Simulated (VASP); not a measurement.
# Na (Im-3m) in VASP: further runs

The runs below take Na through single point, relaxation of cell and atoms, with LDA.

Everything below comes from runs of VASP 6.6.1. Logs are shortened: lines on timing, memory, paths and dates and some standing lists are left out, and cuts for length are marked.

### Step 1. The cell of the first run

It takes space group Im-3m (No. 229, cubic). The conventional cell has a = 4.055 Å, b = 4.055 Å, c = 4.055 Å, α = 90.00°, β = 90.00°, γ = 90.00°. Within 4.6 Å of Na (site symmetry m-3m) lie 14 Na at 3.51 to 4.05 Å.

### Step 2. Single point, LDA

Input file INCAR:

```
SYSTEM = Na
ALGO = Normal
EDIFF = 1E-7
ENCUT = 520
ISIF = 2
ISMEAR = 0
LASPH = .TRUE.
LCHARG = .FALSE.
LREAL = .FALSE.
LWAVE = .FALSE.
NBANDS = 10
NELM = 60
PREC = Accurate
SIGMA = 0.1
```

Input file KPOINTS:

```
k-points
0
G
  14 14 14
  0 0 0
```

Input file POSCAR:

```
Na
1.0
   -2.0273149876      2.0273149876      2.0273149876
    2.0273149876     -2.0273149876      2.0273149876
    2.0273149876      2.0273149876     -2.0273149876
Na
1
Direct
    0.0000000000      0.0000000000      0.0000000000
```

Potentials or basis: VASP PAW LDA potentials, release 64 (Na_pv).

The run is started by

```sh
$ cat potpaw_LDA.64/Na_pv/POTCAR > POTCAR
$ mpirun -np 1 vasp_std > vasp.out
```

OUTCAR:

```text
SYSTEM = Na
   EDIFF = 1E-7
   ENCUT = 520
   ISIF = 2
   ISMEAR = 0
   LASPH = .TRUE.
   LREAL = .FALSE.
   NELM = 60
   PREC = Accurate

 ion  position               nearest neighbor table
   1  0.000  0.000  0.000-

  LATTYP: Found a body centered cubic cell.
 ALAT       =     4.0546299752

  Lattice vectors:

 A1 = (  -2.0273149876,   2.0273149876,   2.0273149876)
 A2 = (   2.0273149876,  -2.0273149876,   2.0273149876)
 A3 = (   2.0273149876,   2.0273149876,  -2.0273149876)

Analysis of symmetry for initial positions (statically):
=====================================================================
 Subroutine PRICEL returns:
 Original cell was already a primitive cell.

 Routine SETGRP: Setting up the symmetry group for a
 body centered cubic supercell.

 Subroutine GETGRP returns: Found 48 space group operations
 (whereof 48 operations were pure point group operations)
 out of a pool of 48 trial point group operations.

The static configuration has the point symmetry O_h .

Analysis of symmetry for dynamics (positions and initial velocities):
=====================================================================
 Subroutine PRICEL returns:
 Original cell was already a primitive cell.

 Routine SETGRP: Setting up the symmetry group for a
 body centered cubic supercell.

 Subroutine GETGRP returns: Found 48 space group operations
 (whereof 48 operations were pure point group operations)
 out of a pool of 48 trial point group operations.

The dynamic configuration has the point symmetry O_h .

 Subroutine INISYM returns: Found 48 space group operations
 (whereof 48 operations are pure point group operations),
 and found     1 'primitive' translations

----------------------------------------------------------------------------------------

                                     Primitive cell

  volume of cell :      33.3291

  direct lattice vectors                    reciprocal lattice vectors
    -2.027314988  2.027314988  2.027314988     0.000000000  0.246631630  0.246631630
     2.027314988 -2.027314988  2.027314988     0.246631630  0.000000000  0.246631630
     2.027314988  2.027314988 -2.027314988     0.246631630  0.246631630  0.000000000

  length of vectors
     3.511412561  3.511412561  3.511412561     0.348789796  0.348789796  0.348789796

  position of ions in fractional coordinates (direct lattice)
     0.000000000  0.000000000  0.000000000

  ion indices of the primitive-cell ions
   primitive index   ion index
                 1           1

----------------------------------------------------------------------------------------

 KPOINTS: k-points

Automatic generation of k-mesh.
 Grid dimensions read from file:
 generate k-points for:   14   14   14

 Generating k-lattice:

  Cartesian coordinates                     Fractional coordinates (reciprocal lattice)
     0.000000000  0.017616545  0.017616545     0.071428571  0.000000000  0.000000000
     0.017616545  0.000000000  0.017616545     0.000000000  0.071428571  0.000000000
     0.017616545  0.017616545  0.000000000     0.000000000  0.000000000  0.071428571

  Length of vectors
     0.024913557  0.024913557  0.024913557

  Shift w.r.t. Gamma in fractional coordinates (k-lattice)
     0.000000000  0.000000000  0.000000000

 Subroutine IBZKPT returns following result:
 ===========================================

 Found    104 irreducible k-points:

 Following reciprocal coordinates:
            Coordinates               Weight
  0.000000  0.000000  0.000000      1.000000
  0.071429  0.000000  0.000000     12.000000
  0.142857  0.000000  0.000000     12.000000
  0.214286  0.000000  0.000000     12.000000
  0.285714  0.000000  0.000000     12.000000
  0.357143  0.000000  0.000000     12.000000
[... 16 lines left out ...]
  0.285714  0.285714  0.000000     24.000000
  0.357143  0.285714  0.000000     24.000000
 [... further k-points ...]
   k-points           NKPTS =    104   k-points in BZ     NKDIM =    104   number of bands    NBANDS=     10
   number of dos      NEDOS =    301   number of ions     NIONS =      1
   total plane-waves  NPLWV =  21952
   dimension x,y,z NGX =    28 NGY =   28 NGZ =   28
   dimension x,y,z NGXF=    56 NGYF=   56 NGZF=   56
   ions per type =               1
   NGX,Y,Z   is equivalent  to a cutoff of  13.26, 13.26, 13.26 a.u.
   NGXF,Y,Z  is equivalent  to a cutoff of  26.51, 26.51, 26.51 a.u.
 SYSTEM =  Na
   PREC   = accura    normal or accurate (medium, high low for compatibility)
   ISTART =      0    job   : 0-new  1-cont  2-samecut
   ICHARG =      2    charge: 1-file 2-atom 10-const
   ISPIN  =      1    spin polarized calculation?
   LNONCOLLINEAR =      F non collinear calculations
   LSORBIT =      F    spin-orbit coupling
   LASPH  =      T    aspherical Exc in radial PAW
   ENCUT  =  520.0 eV  38.22 Ry    6.18 a.u.   6.53  6.53  6.53*2*pi/ulx,y,z
   NELM   =     60;   NELMIN=  2; NELMDL= -5     # of ELM steps
   EDIFF  = 0.1E-06   stopping-criterion for ELM
   LREAL  =      F    real-space projection
   EDIFFG = 0.1E-05   stopping-criterion for IOM
   NSW    =      0    number of steps for IOM
   IBRION =     -1    ionic relax: 0-MD 1-quasi-New 2-CG
   NFREE  =      0    steps in history (QN), initial steepest desc. (CG)
   ISIF   =      2    stress and relaxation
   ISYM   =      2    0-nonsym 1-usesym 2-fastsym
   POTIM  = 0.5000    time-step for ionic-motion
   TEBEG  =    0.0;   TEEND  =   0.0 temperature during run
   PSTRESS=    0.0 pullay stress
   NELECT =       7.0000    total number of electrons
   NUPDOWN=      -1.0000    fix difference up-down
   EMIN   =  10.00;   EMAX   =-10.00  energy-range for DOS
   EFERMI =   0.00;   METHOD = LEGACY
   ISMEAR =     0;   SIGMA  =   0.10  broadening in eV -4-tet -1-fermi 0-gaus
   EFERMI_NEDOS =   21; number of points for ismear=-14 and -15
   IALGO  =     38    algorithm
   IMIX   =      4    mixing-type and parameters
     AMIX     =   0.40;   BMIX     =  1.00
     AMIX_MAG =   1.60;   BMIX_MAG =  1.00
  volume/ion in A,a.u.               =      33.33       224.92
  Fermi-wavevector in a.u.,A,eV,Ry     =   0.973120  1.838930 12.884201  0.946962
  Thomas-Fermi vector in A             =   2.103473
   LORBIT       =      0    0 simple, 1 ext, 2 COOP (PROOUT), +10 PAW based schemes
   GGA     = CA    functional components
   LHFCALC =     F    Hartree Fock is set to
   AEXX    =    0.0000 exact exchange contribution
   IVDW    =     0    specifies the selected vdW correction
   LEPSILON=     F    determine dielectric tensor
   LRPA    =     F    only Hartree local field effects (RPA)
 non-spin polarized calculation
 Gauss-broadening in eV      SIGMA  =   0.10
  energy-cutoff  :      520.00
  volume of cell :       33.33
 maximum number of plane-waves:       935
 NGX is ok and might be reduce to    28
   NGX = 13   NGY = 13   NGZ = 13

 number of electron       7.0000010 magnetization

 Free energy of the ion-electron system (eV)
  ---------------------------------------------------
  ext. energy  EPLUGINS =         0.00000000
  ---------------------------------------------------
  free energy    TOTEN  =        -1.45533374 eV

  energy without entropy =       -1.45240777  energy(sigma->0) =       -1.45387076

 E-fermi :   0.4452     XC(G=0):  -7.0336

 val. band max:        0.4173204148   @ k =  -0.3571   0.4286   0.1429
 cond. band min:       0.5038250363   @ k =   0.3571   0.0714   0.0714
 fundamental gap:      0.0865046216
 Fermi energy:         0.4451814808

 k-point     1 :       0.0000    0.0000    0.0000
  band No.  band energies     occupation
      1     -24.3915      2.00000
      2     -24.3915      2.00000
      3     -24.3915      2.00000
      4      -3.0412      2.00000
      5      12.8057      0.00000
      6      12.8057      0.00000
      7      12.8057      0.00000
      8      13.9798      0.00000
      9      13.9798      0.00000
     10      14.6876      0.00000

 k-point     2 :       0.0714    0.0000    0.0000
  band No.  band energies     occupation
      1     -24.3942      2.00000
      2     -24.3924      2.00000
      3     -24.3915      2.00000
      4      -2.9442      2.00000
      5      11.6254      0.00000
      6      12.2307      0.00000
      7      12.4743      0.00000
      8      13.2474      0.00000
      9      13.4112      0.00000
     10      15.0099      0.00000

 k-point     3 :       0.1429    0.0000    0.0000
  band No.  band energies     occupation
      1     -24.4016      2.00000
      2     -24.3948      2.00000
      3     -24.3915      2.00000
      4      -2.6545      2.00000
      5       9.6642      0.00000
      6      11.3437      0.00000
      7      11.8703      0.00000
      8      12.3792      0.00000
      9      13.1278      0.00000
     10      15.0793      0.00000

 k-point     4 :       0.2143    0.0000    0.0000
  band No.  band energies     occupation
      1     -24.4123      2.00000
      2     -24.3984      2.00000
      3     -24.3915      2.00000
      4      -2.1757      2.00000
      5       7.7617      0.00000
      6      10.5561      0.00000
      7      11.3001      0.00000
      8      11.6556      0.00000
      9      12.7162      0.00000
     10      15.4161      0.00000

 k-point     5 :       0.2857    0.0000    0.0000
  band No.  band energies     occupation
      1     -24.4241      2.00000
      2     -24.4023      2.00000
      3     -24.3915      2.00000
      4      -1.5136      2.00000
      5       5.9878      0.00000
      6       9.9285      0.00000
      7      10.8386      0.00000
      8      11.0922      0.00000
      9      12.2631      0.00000
     10      16.0184      0.00000

 k-point     6 :       0.3571    0.0000    0.0000
  band No.  band energies     occupation
      1     -24.4346      2.00000
      2     -24.4058      2.00000
      3     -24.3915      2.00000
      4      -0.6759      2.00000
      5       4.3576      0.00000
      6       9.4757      0.00000
      7      10.5048      0.00000
      8      10.6906      0.00000
      9      11.8798      0.00000
     10      16.5969      0.00000

 k-point     7 :       0.4286    0.0000    0.0000
  band No.  band energies     occupation
      1     -24.4419      2.00000
      2     -24.4082      2.00000
      3     -24.3915      2.00000
      4       0.3247      1.91152
      5       2.8827      0.00000
      6       9.2028      0.00000
      7      10.3038      0.00000
      8      10.4503      0.00000
      9      11.6298      0.00000
     10      17.2091      0.00000

 k-point     8 :       0.5000    0.0000    0.0000
  band No.  band energies     occupation
      1     -24.4445      2.00000
      2     -24.4091      2.00000
      3     -24.3915      2.00000
      4       1.2793      0.00000
      5       1.7703      0.00000
      6       9.1116      0.00000
      7      10.2367      0.00000
      8      10.3703      0.00000
      9      11.5435      0.00000
     10      17.5475      0.00000

 k-point     9 :       0.0714    0.0714    0.0000
  band No.  band energies     occupation
      1     -24.3993      2.00000
      2     -24.3933      2.00000
      3     -24.3922      2.00000
      4      -2.7509      2.00000
      5      10.5097      0.00000
      6      10.8902      0.00000
      7      12.0106      0.00000
      8      12.9336      0.00000
      9      13.5453      0.00000
     10      15.0377      0.00000
[... 118 lines left out ...]
 k-point    19 :       0.4286    0.1429    0.0000
  band No.  band energies     occupation
      1     -24.4410      2.00000
      2     -24.4123      2.00000
      3     -24.3949      2.00000
      4       1.5306      0.00000
      5       2.0455      0.00000
      6       6.7421      0.00000
      7       9.4498      0.00000
      8      11.6999      0.00000
      9      14.1877      0.00000
     10      16.0337      0.00000

 k-point    20 :       0.2143    0.2143    0.0000
  band No.  band energies     occupation
      1     -24.4318      2.00000
      2     -24.4078      2.00000
      3     -24.3960      2.00000
      4      -0.4919      2.00000
      5       5.3551      0.00000
      6       6.2010      0.00000
      7       9.6883      0.00000
      8      12.6672      0.00000
      9      13.7277      0.00000
     10      16.5666      0.00000

 k-point    21 :       0.2857    0.2143    0.0000
  band No.  band energies     occupation
      1     -24.4353      2.00000
      2     -24.4131      2.00000
      3     -24.3967      2.00000
      4       0.4162      1.31855
      5       4.0985      0.00000
      6       5.5800      0.00000
      7       9.3537      0.00000
      8      12.6725      0.00000
      9      14.1842      0.00000
     10      16.2882      0.00000

 k-point    22 :       0.3571    0.2143    0.0000
  band No.  band energies     occupation
      1     -24.4368      2.00000
      2     -24.4166      2.00000
      3     -24.3969      2.00000
      4       1.4586      0.00000
      5       2.7931      0.00000
      6       5.3564      0.00000
      7       9.1847      0.00000
      8      12.5860      0.00000
      9      14.9238      0.00000
     10      15.7844      0.00000

 k-point    23 :       0.2857    0.2857    0.0000
  band No.  band energies     occupation
      1     -24.4339      2.00000
      2     -24.4196      2.00000
      3     -24.3977      2.00000
      4       1.3843      0.00000
      5       3.5590      0.00000
      6       4.4240      0.00000
      7       9.0963      0.00000
      8      13.2881      0.00000
      9      14.1593      0.00000
     10      16.1773      0.00000

 k-point    24 :       0.3571    0.2857    0.0000
  band No.  band energies     occupation
      1     -24.4317      2.00000
      2     -24.4236      2.00000
      3     -24.3980      2.00000
      4       2.2876      0.00000
      5       2.7303      0.00000
      6       4.1057      0.00000
      7       9.0101      0.00000
      8      13.4754      0.00000
      9      14.4196      0.00000
     10      15.6209      0.00000

 [... further k-points ...]
[... 5 lines left out ...]
  --------------------------------------------------------------------------------------
  -------------------------------------------------------------------------------------
  Total       -0.0051470     -0.0051470     -0.0051470      0.0000000      0.0000000      0.0000000
  in kB       -0.2474241     -0.2474241     -0.2474241      0.0000000      0.0000000      0.0000000
  external PRESSURE =      -0.2474241 kB  Pullay stress =       0.0000000 kB

 VOLUME and BASIS-vectors are now :
 -----------------------------------------------------------------------------
  energy-cutoff  :      520.00
  volume of cell :       33.33
      direct lattice vectors                 reciprocal lattice vectors
    -2.027314988  2.027314988  2.027314988     0.000000000  0.246631630  0.246631630
     2.027314988 -2.027314988  2.027314988     0.246631630  0.000000000  0.246631630
     2.027314988  2.027314988 -2.027314988     0.246631630  0.246631630  0.000000000

 POSITION                                       TOTAL-FORCE (eV/Angst)
 -----------------------------------------------------------------------------------
      0.00000      0.00000      0.00000         0.000000     -0.000000      0.000000
 -----------------------------------------------------------------------------------
    total drift:                               -0.000000     -0.000000     -0.000000

  FREE ENERGIE OF THE ION-ELECTRON SYSTEM (eV)
  ---------------------------------------------------
  free  energy   TOTEN  =        -1.4553337386 eV

  energy  without entropy=       -1.4524077735  energy(sigma->0) =       -1.45387076
```

Wall time 27 s (1 thread of Intel Xeon Platinum 8259CL at 2.50GHz (Skylake/Cascade Lake), shared host); peak memory 0.15 GiB.

Results:

- Free energy: -1.4553 eV
- Pressure: 0.0 GPa
- Band gap on the k mesh: zero (an odd number of electrons rules out a gap without spin polarisation)

(Continued in part 2 of 2.)
